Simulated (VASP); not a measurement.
# Zn (P6_3/mmc) in VASP: further runs, part 2 of 2

VASP 6.6.1.

**3. Relaxation of shape and atoms at fixed volume, PBE**

This run uses another cell than the first one, of the same volume but with other edges.

INCAR reads:

```
SYSTEM = Zn
PREC = Accurate
ENCUT = 600
EDIFF = 1E-7
ISMEAR = 0
SIGMA = 0.05
LREAL = .False.
LASPH = .True.
NELM = 80
ALGO = Fast
ISIF = 4
LWAVE = .False.
LCHARG = .False.
GGA = PE
IBRION = 2
NSW = 60
EDIFFG = -0.01
```

KPOINTS reads:

```
Automatic mesh
0
Gamma
  20 20 10
  0 0 0
```

POSCAR reads:

```
Zn
1.0
    2.6700000000      0.0000000000      0.0000000000
   -1.3350000000      2.3122878281      0.0000000000
    0.0000000000      0.0000000000      4.9660000000
Zn
2
Direct
    0.3333333333      0.6666666667      0.2500000000
    0.6666666667      0.3333333333      0.7500000000
```

Potentials or basis: VASP PAW PBE potentials, release 64 (Zn).

The run is started by

```console
$ cat potpaw_PBE.64/Zn/POTCAR > POTCAR
$ mpirun -np 1 vasp_std > vasp.out
```

OUTCAR:

```text
SYSTEM = Zn
   PREC = Accurate
   ENCUT = 600
   EDIFF = 1E-7
   ISMEAR = 0
   LREAL = .False.
   LASPH = .True.
   NELM = 80
   ISIF = 4
   GGA = PE
   IBRION = 2
   NSW = 60
   EDIFFG = -0.01

 ion  position               nearest neighbor table
   1  0.333  0.667  0.250-   2 2.92   2 2.92   2 2.92   2 2.92   2 2.92   2 2.92
   2  0.667  0.333  0.750-   1 2.92   1 2.92   1 2.92   1 2.92   1 2.92   1 2.92

  LATTYP: Found a hexagonal cell.
 ALAT       =     2.6700000000
 C/A-ratio  =     1.8599250936

  Lattice vectors:

 A1 = (   2.6700000000,   0.0000000000,   0.0000000000)
 A2 = (  -1.3350000000,   2.3122878281,   0.0000000000)
 A3 = (   0.0000000000,   0.0000000000,   4.9660000000)

Analysis of symmetry for initial positions (statically):
=====================================================================
 Subroutine PRICEL returns:
 Original cell was already a primitive cell.

 Routine SETGRP: Setting up the symmetry group for a
 hexagonal supercell.

 Subroutine GETGRP returns: Found 24 space group operations
 (whereof 12 operations were pure point group operations)
 out of a pool of 24 trial point group operations.

The static configuration has the point symmetry D_3d.
 The point group associated with its full space group is D_6h.

Analysis of symmetry for dynamics (positions and initial velocities):
=====================================================================
 Subroutine PRICEL returns:
 Original cell was already a primitive cell.

 Routine SETGRP: Setting up the symmetry group for a
 hexagonal supercell.

 Subroutine GETGRP returns: Found 24 space group operations
 (whereof 12 operations were pure point group operations)
 out of a pool of 24 trial point group operations.

The dynamic configuration has the point symmetry D_3d.
 The point group associated with its full space group is D_6h.

[... 127 lines left out ...]
   LEPSILON=     F    determine dielectric tensor
   LRPA    =     F    only Hartree local field effects (RPA)
 conjugate gradient relaxation of ions
 non-spin polarized calculation
 RMM-DIIS sequential band-by-band and
 Gauss-broadening in eV      SIGMA  =   0.05
  energy-cutoff  :      600.00
  volume of cell :       30.66
 maximum number of plane-waves:      1064
 NGX is ok and might be reduce to    24

--------------------------------------- Ionic step        1  -------------------------------------------

 number of electron      24.0000003 magnetization

 Free energy of the ion-electron system (eV)
  ---------------------------------------------------
  ext. energy  EPLUGINS =         0.00000000
  ---------------------------------------------------
  free energy    TOTEN  =        -2.20898029 eV

  energy without entropy =       -2.20822455  energy(sigma->0) =       -2.20860242

------------------------ aborting loop because EDIFF is reached ----------------------------------------

  FORCE on cell =-STRESS in cart. coord.  units (eV):
  Direction    XX          YY          ZZ          XY          YZ          ZX
  --------------------------------------------------------------------------------------
  -------------------------------------------------------------------------------------
  Total       -0.2043400     -0.2043400      0.0367679      0.0000000     -0.0000000      0.0000000
  in kB      -10.6783476    -10.6783476      1.9214082      0.0000000     -0.0000000      0.0000000
  external PRESSURE =      -6.4784290 kB  Pullay stress =       0.0000000 kB
[... 95 lines left out ...]
--------------------------------------- Ionic step        4  -------------------------------------------

 number of electron      23.9999988 magnetization

 Free energy of the ion-electron system (eV)
  ---------------------------------------------------
  ext. energy  EPLUGINS =         0.00000000
  ---------------------------------------------------
  free energy    TOTEN  =        -2.21382636 eV

  energy without entropy =       -2.21351251  energy(sigma->0) =       -2.21366943

 E-fermi :   2.9952     XC(G=0): -11.4934

 val. band max:        2.9855949903   @ k =   0.3500   0.3000   0.0000
 cond. band min:       3.0275078146   @ k =   0.3500   0.1000   0.0000
 fundamental gap:      0.0419128243
 Fermi energy:         2.9952227763

 k-point     1 :       0.0000    0.0000    0.0000
  band No.  band energies     occupation
      1      -7.3123      2.00000
      2      -5.6748      2.00000
      3      -4.9440      2.00000
      4      -4.6570      2.00000
      5      -4.6570      2.00000
      6      -4.6207      2.00000
[... 433 lines left out ...]
      3      -4.8958      2.00000
      4      -4.6884      2.00000
      5      -4.6078      2.00000
      6      -4.5651      2.00000
[... 8 lines left out ...]
     15      12.7340      0.00000
     16      13.4755      0.00000

 [... further k-points ...]

------------------------ aborting loop because EDIFF is reached ----------------------------------------

  FORCE on cell =-STRESS in cart. coord.  units (eV):
  Direction    XX          YY          ZZ          XY          YZ          ZX
  --------------------------------------------------------------------------------------
  -------------------------------------------------------------------------------------
  Total        0.1522032      0.1522032      0.1272282      0.0000000     -0.0000000      0.0000000
  in kB        7.9537990      7.9537990      6.6486594      0.0000000     -0.0000000      0.0000000
  external PRESSURE =       7.5187525 kB  Pullay stress =       0.0000000 kB
[... 17 lines left out ...]
  FREE ENERGIE OF THE ION-ELECTRON SYSTEM (eV)
  ---------------------------------------------------
  free  energy   TOTEN  =        -2.2138263581 eV

  energy  without entropy=       -2.2135125093  energy(sigma->0) =       -2.21366943

 reached required accuracy - stopping structural energy minimisation
```

OSZICAR:

```text
N       E                     dE             d eps       ncg     rms          rms(c)
DAV:   1     0.102162067289E+03    0.10216E+03   -0.13956E+04  8600   0.259E+03
DAV:   2     0.522533731425E+00   -0.10164E+03   -0.10025E+03  8640   0.318E+02
DAV:   3    -0.240537822130E+01   -0.29279E+01   -0.29233E+01 10528   0.655E+01
[... 34 lines left out ...]
RMM:   5    -0.221382932035E+01    0.45129E-04   -0.28442E-04  8448   0.209E-01    0.312E-02
RMM:   6    -0.221382548962E+01    0.38307E-05   -0.52298E-05  8449   0.973E-02    0.438E-03
RMM:   7    -0.221382619296E+01   -0.70333E-06   -0.61439E-06  8417   0.287E-02    0.267E-03
RMM:   8    -0.221382640045E+01   -0.20750E-06   -0.12148E-06  8153   0.152E-02    0.122E-03
RMM:   9    -0.221382635810E+01    0.42356E-07   -0.16950E-07  5113   0.565E-03
   4 F= -.22138264E+01 E0= -.22136694E+01  d E =-.484607E-02
```

Run time: 8.5 min. Hardware: 1 thread of Intel Xeon 8259CL, shared host; peak memory 0.27 GiB.

Results:

- Free energy: -2.2138 eV
- Energy gained by relaxing: 2.4 meV/atom
- Ionic steps: 4
- Pressure after relaxing: 0.8 GPa
- Band gap on the k mesh: zero (bands 12 and 13 overlap by 5.17 eV)

Step by step:
```tsv
step	energy change (eV)	largest force (eV/Å)	pressure (GPa)	volume (Å³)
1	0.0000	0.0000	-0.65	30.66
2	-0.0010	0.0000	-0.49	30.66
3	-0.0036	0.0000	-0.17	30.66
4	-0.0048	0.0000	0.75	30.66
```

Final structure:
```yaml
crystal:
  lattice:
    - [2.61921, 0.00000, 0.00000]
    - [-1.30961, 2.26830, 0.00000]
    - [0.00000, 0.00000, 5.16046]
  atoms:
    - { symbol: Zn, position: [0.33333, 0.66667, 0.25000] }
    - { symbol: Zn, position: [0.66667, 0.33333, 0.75000] }
```

The gap in the log of VASP goes by the Fermi energy; the results here count the filled bands.